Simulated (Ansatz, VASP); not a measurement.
KBr in VASP and in Ansatz

File POSCAR:

```
KBr
1.0
    0.0000000000      3.1937250000      3.3912750000
    3.1937250000      0.0000000000      3.3912750000
    3.1937250000      3.1937250000      0.0000000000
K Br
1 1
Direct
    0.0000000000      0.0000000000      0.0000000000
    0.5000000000      0.5000000000      0.5000000000
```

File INCAR.step1:

```
SYSTEM = KBr
PREC = Accurate ; ENCUT = 520
ISMEAR = 0 ; SIGMA = 0.05
LREAL = .FALSE. ; LASPH = .TRUE.
NELM = 60 ; NBANDS = 15
GGA = PE ; ALGO = Normal
EDIFF = 1E-4 ; LWAVE = .TRUE.
LCHARG = .FALSE.
```

INCAR.step2

```
SYSTEM = KBr
PREC = Accurate ; ENCUT = 520
EDIFF = 1E-6 ; ISMEAR = 0
SIGMA = 0.05 ; LREAL = .FALSE.
LASPH = .TRUE. ; NELM = 60
ALGO = Normal ; ISIF = 2
LWAVE = .FALSE. ; LCHARG = .FALSE.
METAGGA = R2SCAN ; LMIXTAU = .TRUE.
NBANDS = 15 ; ISTART = 1
```

The input KPOINTS:

```
Automatic mesh
0
G
  6 6 6
  0 0 0
```

Input for Ansatz:

```yaml
crystal:
  lattice:
    - [0.0, 3.193725, 3.391275]
    - [3.193725, 0.0, 3.391275]
    - [3.193725, 3.193725, 0.0]
  atoms:
    - { symbol: K, position: [0.0, 0.0, 0.0] }
    - { symbol: Br, position: [0.5, 0.5, 0.5] }
basis:
  ecutwfc: 500
kpoints:
  mp_grid: { grid: [6, 6, 6] }
hamiltonian:
  xc: r2scan
scf:
  occupations: { method: gaussian, width: 0.05 }
output:
  forces: true
  stress: true
  eigenvalues: true
```

Change from the starting cell: strain -0.030 along x and y, +0.030 along z, atoms carried along.

Alike in both runs: task single point; functional r2SCAN; k mesh 6 × 6 × 6; occupations gaussian, width 0.05 eV; no spin polarisation.

```csv
,VASP,Ansatz
version,VASP 6.6.1,Ansatz 0.2.0
potentials or method,"VASP PAW PBE potentials, release 64 (K_sv, Br), cutoff 520 eV","scalar-relativistic, plane waves, PAW"
valence electrons in the cell,16,16
```

```csv
,VASP,Ansatz,Ansatz less VASP
gap on the k mesh at the Fermi level (eV),5.16,5.16,-0.003
least direct gap on the mesh (eV),5.16,5.16,-0.003
pressure (GPa),0.9,0.9,0.00
"traceless stress, the component that is largest in VASP (GPa)",-1.55,-1.53,+0.017
```

VASP's potentials were made for PBE, not for r2SCAN.
